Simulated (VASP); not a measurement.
# Sr3N (I4/mmm) in VASP: notebook

Sr3N is run at these levels: PBE; tasks: single point.

Everything below comes from runs of VASP 6.6.1. Logs are shortened: lines on timing, memory, paths and dates and some standing lists are left out, and cuts for length are marked.

### 1 The cell of the first run

It takes space group I4/mmm (No. 139, tetragonal). Conventional cell: a = 4.551 Å, b = 4.551 Å, c = 10.165 Å, α = 90.00°, β = 90.00°, γ = 90.00°. Within 4.2 Å of Sr (site symmetry 4/mmm) lie 4 N at 3.22 Å and 8 Sr at 3.41 Å. Within 4.2 Å of Sr (site symmetry -4m2) lie 8 Sr at 3.22 to 3.41 Å and 4 N at 3.41 Å. Within 4.2 Å of N (site symmetry 4/mmm) lie 12 Sr at 3.22 to 3.41 Å.

### 2 Single point, PBE

INCAR

```
PREC     = Accurate       # precision mode
ENCUT    = 520            # plane-wave cutoff, eV
EDIFF    = 1E-6           # SCF threshold, eV
ISMEAR   = 0              # smearing method
SIGMA    = 0.1            # smearing width, eV
LREAL    = F              # projectors in reciprocal space
LASPH    = T              # aspherical terms in the spheres
NELM     = 60             # most SCF steps
ALGO     = Normal         # electronic algorithm
ISIF     = 2              # what is computed and relaxed
LWAVE    = F              # write WAVECAR
LCHARG   = F              # write CHGCAR
GGA      = PE             # functional
NBANDS   = 26             # bands
```

KPOINTS

```
Automatic mesh
0
Gamma
  6 6 6
```

POSCAR

```
Sr3N
1.0
   -2.2753462449      2.2753462449      5.0825916120
    2.2753462449     -2.2753462449      5.0825916120
    2.2753462449      2.2753462449     -5.0825916120
Sr N
3 1
Direct
    0.5000000000      0.5000000000      0.0000000000
    0.2500000000      0.7500000000      0.5000000000
    0.7500000000      0.2500000000      0.5000000000
    0.0000000000      0.0000000000      0.0000000000
```

Potentials or basis: VASP PAW PBE potentials, release 64 (Sr_sv, N).

Started as:

```console
$ cat potpaw_PBE.64/Sr_sv/POTCAR potpaw_PBE.64/N/POTCAR > POTCAR
$ mpirun -np 1 vasp_std > vasp.out
```

OUTCAR:

```text
PREC = Accurate
   ENCUT = 520
   EDIFF = 1E-6
   ISMEAR = 0
   LREAL = F
   LASPH = T
   NELM = 60
   ISIF = 2
   GGA = PE

 ion  position               nearest neighbor table
   1  0.500  0.500  0.000-   4 3.22   4 3.22   4 3.22   4 3.22   3 3.41   2 3.41   3 3.41   2 3.41
                             2 3.41   2 3.41   3 3.41   3 3.41
   2  0.250  0.750  0.500-   3 3.22   3 3.22   3 3.22   3 3.22   4 3.41   1 3.41   4 3.41   1 3.41
                             4 3.41   4 3.41   1 3.41   1 3.41   3 5.08   3 5.08
   3  0.750  0.250  0.500-   2 3.22   2 3.22   2 3.22   2 3.22   4 3.41   1 3.41   4 3.41   1 3.41
                             1 3.41   1 3.41   4 3.41   4 3.41   2 5.08   2 5.08
   4  0.000  0.000  0.000-   1 3.22   1 3.22   1 3.22   1 3.22   3 3.41   2 3.41   3 3.41   2 3.41
                             3 3.41   3 3.41   2 3.41   2 3.41

  LATTYP: Found a body centered tetragonal cell.
 ALAT       =     4.5506924898
 C/A-ratio  =     2.2337662338

  Lattice vectors:

 A1 = (  -2.2753462449,   2.2753462449,   5.0825916120)
 A2 = (   2.2753462449,  -2.2753462449,   5.0825916120)
 A3 = (   2.2753462449,   2.2753462449,  -5.0825916120)

Analysis of symmetry for initial positions (statically):
=====================================================================
 Subroutine PRICEL returns:
 Original cell was already a primitive cell.

 Routine SETGRP: Setting up the symmetry group for a
 body centered tetragonal supercell.

 Subroutine GETGRP returns: Found 16 space group operations
 (whereof 16 operations were pure point group operations)
 out of a pool of 16 trial point group operations.

The static configuration has the point symmetry D_4h.

Analysis of symmetry for dynamics (positions and initial velocities):
=====================================================================
 Subroutine PRICEL returns:
 Original cell was already a primitive cell.

 Routine SETGRP: Setting up the symmetry group for a
 body centered tetragonal supercell.

 Subroutine GETGRP returns: Found 16 space group operations
 (whereof 16 operations were pure point group operations)
 out of a pool of 16 trial point group operations.

The dynamic configuration has the point symmetry D_4h.

 Subroutine INISYM returns: Found 16 space group operations
 (whereof 16 operations are pure point group operations),
 and found     1 'primitive' translations

----------------------------------------------------------------------------------------

                                     Primitive cell

  volume of cell :     105.2544

  direct lattice vectors                    reciprocal lattice vectors
    -2.275346245  2.275346245  5.082591612     0.000000000  0.219746775  0.098375010
     2.275346245 -2.275346245  5.082591612     0.219746775  0.000000000  0.098375010
     2.275346245  2.275346245 -5.082591612     0.219746775  0.219746775  0.000000000

  length of vectors
     6.015574666  6.015574666  6.015574666     0.240761890  0.240761890  0.310768870

  position of ions in fractional coordinates (direct lattice)
     0.500000000  0.500000000  0.000000000
     0.250000000  0.750000000  0.500000000
     0.750000000  0.250000000  0.500000000
     0.000000000  0.000000000  0.000000000

  ion indices of the primitive-cell ions
   primitive index   ion index
                 1           1
                 2           2
                 3           3
                 4           4

----------------------------------------------------------------------------------------

 KPOINTS: Automatic mesh

Automatic generation of k-mesh.
 Grid dimensions read from file:
 generate k-points for:    6    6    6

 Generating k-lattice:

  Cartesian coordinates                     Fractional coordinates (reciprocal lattice)
     0.000000000  0.036624463  0.016395835     0.166666667  0.000000000  0.000000000
     0.036624463  0.000000000  0.016395835     0.000000000  0.166666667  0.000000000
     0.036624463  0.036624463  0.000000000     0.000000000  0.000000000  0.166666667

  Length of vectors
     0.040126982  0.040126982  0.051794812

  Shift w.r.t. Gamma in fractional coordinates (k-lattice)
     0.000000000  0.000000000  0.000000000

 Subroutine IBZKPT returns following result:
 ===========================================

 Found     30 irreducible k-points:

 Following reciprocal coordinates:
            Coordinates               Weight
  0.000000  0.000000  0.000000      1.000000
  0.166667  0.000000 -0.000000      8.000000
  0.333333  0.000000  0.000000      8.000000
  0.500000  0.000000  0.000000      4.000000
  0.166667  0.166667 -0.000000      8.000000
  0.333333  0.166667  0.000000     16.000000
[... 16 lines left out ...]
 -0.333333 -0.333333  0.166667      8.000000
 -0.166667 -0.333333  0.166667      8.000000
 [... further k-points ...]
   k-points           NKPTS =     30   k-points in BZ     NKDIM =     30   number of bands    NBANDS=     26
   number of dos      NEDOS =    301   number of ions     NIONS =      4
   total plane-waves  NPLWV = 110592
   dimension x,y,z NGX =    48 NGY =   48 NGZ =   48
   dimension x,y,z NGXF=    96 NGYF=   96 NGZF=   96
   ions per type =               3   1
   NGX,Y,Z   is equivalent  to a cutoff of  13.27, 13.27, 13.27 a.u.
   NGXF,Y,Z  is equivalent  to a cutoff of  26.53, 26.53, 26.53 a.u.
 SYSTEM =  unknown system
   PREC   = accura    normal or accurate (medium, high low for compatibility)
   ISTART =      0    job   : 0-new  1-cont  2-samecut
   ICHARG =      2    charge: 1-file 2-atom 10-const
   ISPIN  =      1    spin polarized calculation?
   LNONCOLLINEAR =      F non collinear calculations
   LSORBIT =      F    spin-orbit coupling
   LASPH  =      T    aspherical Exc in radial PAW
   ENCUT  =  520.0 eV  38.22 Ry    6.18 a.u.  11.18 11.18 11.18*2*pi/ulx,y,z
   NELM   =     60;   NELMIN=  2; NELMDL= -5     # of ELM steps
   EDIFF  = 0.1E-05   stopping-criterion for ELM
   LREAL  =      F    real-space projection
   EDIFFG = 0.1E-04   stopping-criterion for IOM
   NSW    =      0    number of steps for IOM
   IBRION =     -1    ionic relax: 0-MD 1-quasi-New 2-CG
   NFREE  =      0    steps in history (QN), initial steepest desc. (CG)
   ISIF   =      2    stress and relaxation
   ISYM   =      2    0-nonsym 1-usesym 2-fastsym
   POTIM  = 0.5000    time-step for ionic-motion
   TEBEG  =    0.0;   TEEND  =   0.0 temperature during run
   PSTRESS=    0.0 pullay stress
   NELECT =      35.0000    total number of electrons
   NUPDOWN=      -1.0000    fix difference up-down
   EMIN   =  10.00;   EMAX   =-10.00  energy-range for DOS
   EFERMI =   0.00;   METHOD = LEGACY
   ISMEAR =     0;   SIGMA  =   0.10  broadening in eV -4-tet -1-fermi 0-gaus
   EFERMI_NEDOS =   21; number of points for ismear=-14 and -15
   IALGO  =     38    algorithm
   IMIX   =      4    mixing-type and parameters
     AMIX     =   0.40;   BMIX     =  1.00
     AMIX_MAG =   1.60;   BMIX_MAG =  1.00
  volume/ion in A,a.u.               =      26.31       177.57
  Fermi-wavevector in a.u.,A,eV,Ry     =   1.134186  2.143300 17.502220  1.286377
  Thomas-Fermi vector in A             =   2.270889
   LORBIT       =      0    0 simple, 1 ext, 2 COOP (PROOUT), +10 PAW based schemes
   GGA     = PE    functional components
   LHFCALC =     F    Hartree Fock is set to
   AEXX    =    0.0000 exact exchange contribution
   IVDW    =     0    specifies the selected vdW correction
   LEPSILON=     F    determine dielectric tensor
   LRPA    =     F    only Hartree local field effects (RPA)
 non-spin polarized calculation
 Gauss-broadening in eV      SIGMA  =   0.10
  energy-cutoff  :      520.00
  volume of cell :      105.25
 maximum number of plane-waves:      2879
 NGX is ok and might be reduce to    48
   NGX = 23   NGY = 23   NGZ = 23

 number of electron      35.0000000 magnetization

 Free energy of the ion-electron system (eV)
  ---------------------------------------------------
  ext. energy  EPLUGINS =         0.00000000
  ---------------------------------------------------
  free energy    TOTEN  =        -9.59782114 eV

  energy without entropy =       -9.58413701  energy(sigma->0) =       -9.59097907

 E-fermi :   3.7576     XC(G=0):  -9.2858

 val. band max:        3.7483021124   @ k =   0.3333   0.0000   0.0000
 cond. band min:       3.7884622569   @ k =  -0.3333   0.5000   0.1667
 fundamental gap:      0.0401601446
 Fermi energy:         3.7576406650

 k-point     1 :       0.0000    0.0000    0.0000
  band No.  band energies     occupation
      1     -32.6515      2.00000
      2     -32.3299      2.00000
      3     -32.2869      2.00000
      4     -15.1786      2.00000
      5     -15.1057      2.00000
      6     -15.1057      2.00000
[... 18 lines left out ...]
     25       6.2604      0.00000
     26       7.9964      0.00000

 k-point     2 :       0.1667    0.0000   -0.0000
  band No.  band energies     occupation
      1     -32.6281      2.00000
      2     -32.3491      2.00000
      3     -32.2911      2.00000
      4     -15.1874      2.00000
      5     -15.0475      2.00000
      6     -15.0046      2.00000
[... 18 lines left out ...]
     25       6.6453      0.00000
     26       8.3458      0.00000

 k-point     3 :       0.3333    0.0000    0.0000
  band No.  band energies     occupation
      1     -32.5653      2.00000
      2     -32.4030      2.00000
      3     -32.2997      2.00000
      4     -15.0997      2.00000
      5     -14.8900      2.00000
      6     -14.8885      2.00000
[... 18 lines left out ...]
     25       6.7176      0.00000
     26       7.4563      0.00000

 k-point     4 :       0.5000    0.0000    0.0000
  band No.  band energies     occupation
      1     -32.4909      2.00000
      2     -32.4730      2.00000
      3     -32.3041      2.00000
      4     -15.0119      2.00000
      5     -14.8178      2.00000
      6     -14.7236      2.00000
[... 18 lines left out ...]
     25       6.6997      0.00000
     26       6.9010      0.00000
[... 496 lines left out ...]
      1     -32.5518      2.00000
      2     -32.4076      2.00000
      3     -32.3095      2.00000
      4     -14.9848      2.00000
      5     -14.9499      2.00000
      6     -14.9363      2.00000
[... 18 lines left out ...]
     25       7.0228      0.00000
     26       7.1221      0.00000

 k-point    23 :      -0.3333   -0.3333    0.1667
  band No.  band energies     occupation
      1     -32.5882      2.00000
      2     -32.3656      2.00000
      3     -32.3152      2.00000
      4     -15.2257      2.00000
      5     -14.9473      2.00000
      6     -14.9123      2.00000
[... 18 lines left out ...]
     25       7.2158      0.00000
     26       7.8430      0.00000

 k-point    24 :      -0.1667   -0.3333    0.1667
  band No.  band energies     occupation
      1     -32.6143      2.00000
      2     -32.3498      2.00000
      3     -32.3053      2.00000
      4     -15.1218      2.00000
      5     -15.0884      2.00000
      6     -15.0083      2.00000
[... 18 lines left out ...]
     25       7.4302      0.00000
     26       7.9541      0.00000

 [... further k-points ...]
[... 5 lines left out ...]
  --------------------------------------------------------------------------------------
  -------------------------------------------------------------------------------------
  Total        1.2943502      1.2943502      4.7379473      0.0000000      0.0000000      0.0000000
  in kB       19.7025377     19.7025377     72.1208124      0.0000000      0.0000000      0.0000000
  external PRESSURE =      37.1752959 kB  Pullay stress =       0.0000000 kB

 VOLUME and BASIS-vectors are now :
 -----------------------------------------------------------------------------
  energy-cutoff  :      520.00
  volume of cell :      105.25
      direct lattice vectors                 reciprocal lattice vectors
    -2.275346245  2.275346245  5.082591612     0.000000000  0.219746775  0.098375010
     2.275346245 -2.275346245  5.082591612     0.219746775  0.000000000  0.098375010
     2.275346245  2.275346245 -5.082591612     0.219746775  0.219746775  0.000000000

 POSITION                                       TOTAL-FORCE (eV/Angst)
 -----------------------------------------------------------------------------------
      0.00000      0.00000      5.08259        -0.000000      0.000000      0.000000
      2.27535     -0.00000      2.54130         0.000000      0.000000     -0.000000
     -0.00000      2.27535      2.54130        -0.000000     -0.000000     -0.000000
      0.00000      0.00000      0.00000        -0.000000      0.000000      0.000000
 -----------------------------------------------------------------------------------
    total drift:                                0.000000     -0.000000      0.000000

  FREE ENERGIE OF THE ION-ELECTRON SYSTEM (eV)
  ---------------------------------------------------
  free  energy   TOTEN  =        -9.5978211396 eV

  energy  without entropy=       -9.5841370071  energy(sigma->0) =       -9.59097907
```

Run time: 1.9 min. Hardware: 1 thread of Intel Xeon Platinum 8488C (Sapphire Rapids), shared host; peak memory 0.35 GiB.

Results:

```yaml
Free_energy: -9.5978 eV
Pressure: 3.7 GPa
Band_gap_on_the_k_mesh: zero (an odd number of electrons rules out a gap without spin polarisation)
```

Levels at points of the mesh, in eV from the Fermi level:
```csv
k point,band 14,band 15,band 16,band 17,band 18,band 19,band 20,band 21,band 22,band 23
"(0.00, 0.00, 0.00)",-2.85,-2.15,-1.51,-1.51,-0.15,-0.04,0.25,1.43,2.30,2.30
"(0.50, 0.00, 0.00)",-2.87,-2.08,-1.77,-0.48,0.27,1.23,1.76,1.78,2.38,2.63
"(0.50, 0.50, 0.00)",-2.23,-1.85,-1.65,-0.66,-0.57,0.79,1.47,1.90,2.01,2.25
"(0.50, 0.50, 0.50)",-3.06,-1.78,-1.19,-1.19,-0.03,0.06,0.18,0.18,0.49,0.88
```

Caveat: the stress differs along the axes, from 2 to 7 GPa.

### 3 Single point, PBE

This run uses another cell than the first one, of 30.32 Å³/atom.

INCAR

```
SYSTEM = Sr3N
PREC = Accurate
ENCUT = 520
EDIFF = 1E-7
ISMEAR = 0
SIGMA = 0.1
LREAL = .FALSE.
LASPH = .TRUE.
NELM = 60
ALGO = Normal
ISIF = 2
LWAVE = .FALSE.
LCHARG = .FALSE.
GGA = PE
NBANDS = 26
```

KPOINTS

```
regular mesh
0
G
  14 14 14
  0 0 0
```

POSCAR

```
Sr3N
1.0
   -2.3042992053      2.3042992053      5.7099481964
    2.3042992053     -2.3042992053      5.7099481964
    2.3042992053      2.3042992053     -5.7099481964
Sr N
3 1
Direct
    0.5000000000      0.5000000000      0.0000000000
    0.2500000000      0.7500000000      0.5000000000
    0.7500000000      0.2500000000      0.5000000000
    0.0000000000      0.0000000000      0.0000000000
```

Potentials or basis: VASP PAW PBE potentials, release 64 (Sr_sv, N).

Started as:

```console
$ cat potpaw_PBE.64/Sr_sv/POTCAR potpaw_PBE.64/N/POTCAR > POTCAR
$ mpirun -np 1 vasp_std > vasp.out
```

Run time: 25 min. Hardware: 1 thread of Intel Xeon Platinum 8488C (Sapphire Rapids), shared host; peak memory 0.81 GiB.

It converged, with:

```
Free energy            : -9.8953 eV
Pressure               : 0.1 GPa
Band gap on the k mesh : zero (an odd number of electrons rules out a gap without spin polarisation)
```

Levels at points of the mesh, in eV from the Fermi level:
```
           k point  band 16  band 17  band 18  band 19  band 20  band 21
(0.00, 0.00, 0.00)    -0.71    -0.71    -0.32     0.39     0.62     1.99
(0.50, 0.00, 0.00)    -0.93    -0.25    -0.08     1.61     1.80     2.06
(0.50, 0.50, 0.00)    -1.02    -0.54    -0.24     0.82     1.07     1.87
(0.50, 0.50, 0.50)    -0.48    -0.48    -0.05     0.70     0.70     0.77
```

The gap in the log of VASP goes by the Fermi energy; the results here count the filled bands.